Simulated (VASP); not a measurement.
BN, 18 atoms in the cell. The typed cell holds 18 atoms: a = 5.198 Å, b = 5.198 Å, c = 6.822 Å, α = 102.19°, β = 102.19°, γ = 94.83°.  This cell differs from its parent crystal: dynamics (nvt langevin) at 1800 K, volume x 1.06, from the last frame before.

* Program: VASP 6.6.1
* Task: single point
* Functional: PBE
* Dispersion: D3(BJ)
* Potentials or basis: VASP PAW PBE potentials, release 64 (B, N)
* Cutoff: 520 eV
* k mesh: 2 × 2 × 2, shifted
* Occupations: fermi-dirac, width 0.1551 eV
* Spin: no spin polarisation
* Dipole correction: no
* Further INCAR settings: LREAL = Auto; ALGO = Normal; EDIFF = 1e-07; NBANDS = 51

Potentials or basis: VASP PAW PBE potentials, release 64 (B, N).

Launch:

```bash
$ cat potpaw_PBE.64/B/POTCAR potpaw_PBE.64/N/POTCAR > POTCAR
$ mpirun -np 1 vasp_std > vasp.out
```

Hardware: 1 thread of Intel(R) Xeon(R) Platinum 8259CL CPU @ 2.50GHz (Skylake/Cascade Lake) (shared host).

Task: How long does it take, and how much memory?

Result: Wall time 2.2 min on 1 thread of Intel(R) Xeon(R) Platinum 8259CL CPU @ 2.50GHz (Skylake/Cascade Lake), on a shared host, peak memory 0.28 GiB. Counts: scf iterations 16, k points 4.
